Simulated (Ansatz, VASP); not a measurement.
## One calculation of CdO, two programs

Contents of INCAR:

```
SYSTEM = CdO
  PREC = Accurate
  ENCUT = 600
  EDIFF = 1E-6
  ISMEAR = -1
  SIGMA = 0.02
  LREAL = .False.
  LASPH = .True.
  NELM = 120
  ALGO = Normal
  ISIF = 2
  LWAVE = .False.
  LCHARG = .True.
  GGA = PE
  LELF = .True.
  LVHAR = .True.
  NBANDS = 16
  GGA_COMPAT = .False.
```

File KPOINTS:

```
Automatic mesh
0
Gamma
  10 10 10
  0 0 0
```

File POSCAR:

```
CdO
1.0
    0.0000000000      2.3530040397      2.3530040397
    2.3530040397      0.0000000000      2.3530040397
    2.3530040397      2.3530040397      0.0000000000
Cd O
1 1
Direct
    0.0000000000      0.0000000000      0.0000000000
    0.5000000000      0.5000000000      0.5000000000
```

Input for Ansatz:

```yaml
crystal:
  lattice:
    - [0.0, 2.3530040397, 2.3530040397]
    - [2.3530040397, 0.0, 2.3530040397]
    - [2.3530040397, 2.3530040397, 0.0]
  atoms:
    - { symbol: Cd, position: [0.0, 0.0, 0.0] }
    - { symbol: O, position: [0.5, 0.5, 0.5] }
kpoints:
  mp_grid: { grid: [10, 10, 10] }
  band_path:
    path:
      - [0.0, 0.0, 0.0]
      - [0.5, 0.0, 0.5]
      - [0.625, 0.25, 0.625]
      - [0.375, 0.375, 0.75]
      - [0.5, 0.5, 0.5]
      - [0.5, 0.25, 0.75]
    npoints: 1
hamiltonian:
  xc: pbe
scf:
  occupations: { method: fermi_dirac, width: 0.02 }
  n_extra_bands: 4
output:
  forces: true
  stress: true
  eigenvalues: true
```

Alike in both runs: task single point; functional PBE; k mesh 10 × 10 × 10; occupations fermi-dirac, width 0.02 eV; no spin polarisation.

|  | VASP | Ansatz |
| --- | --- | --- |
| version | VASP 6.6.1 | Ansatz 0.2.0 |
| potentials or method | VASP PAW PBE potentials, release 64 (Cd, O) | plane waves, PAW |
| plane-wave cutoff (eV) | 600 | 420 |
| valence electrons in the cell | 18 | 26 |

VASP gave:

- pressure (GPa): 6.6

Problem. Estimate Ansatz's values.

Solution. Pressure (GPa): 5.4.

VASP's potentials hold 18 valence electrons a cell and Ansatz's 26, so a difference there can come from the potentials and not from the codes.
